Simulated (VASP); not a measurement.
A run of VASP 6.6.1:

The input INCAR:

```
ALGO = Normal ; EDIFF = 1E-6
ENCUT = 520 ; GGA = PE
ISIF = 2 ; ISMEAR = -1
LASPH = T ; LCHARG = F
LREAL = F ; LWAVE = F
NBANDS = 26 ; NELM = 100
PREC = Accurate ; SIGMA = 0.02
```

The input KPOINTS:

```
k-points
0
Gamma
  6 6 4
```

File POSCAR:

```
ZnSe
1.0
    3.8930584567      0.0000000000      0.0000000000
   -1.9465292284      3.3714875219      0.0000000000
    0.0000000000      0.0000000000      6.3041263803
Zn Se
2 2
Direct
    0.0000000000      0.0000000000      0.0000000000
    0.0000000000      0.0000000000      0.5000000000
    0.3333333333      0.6666666667      0.2500000000
    0.6666666667      0.3333333333      0.7500000000
```

Potentials or basis: VASP PAW PBE potentials, release 64 (Zn, Se).

Launch:

```sh
$ cat potpaw_PBE.64/Zn/POTCAR potpaw_PBE.64/Se/POTCAR > POTCAR
$ mpirun -np 1 vasp_std > vasp.out
```

Hardware: 1 thread of Intel(R) Xeon(R) Platinum 8259CL CPU @ 2.50GHz (Skylake/Cascade Lake) (shared host).

Task: Estimate the wall time of this run.

Result: It took 38 s on 1 thread of Intel(R) Xeon(R) Platinum 8259CL CPU @ 2.50GHz (Skylake/Cascade Lake) (shared host), peak memory 0.2 GiB. Counts: scf iterations 13, k points 21.
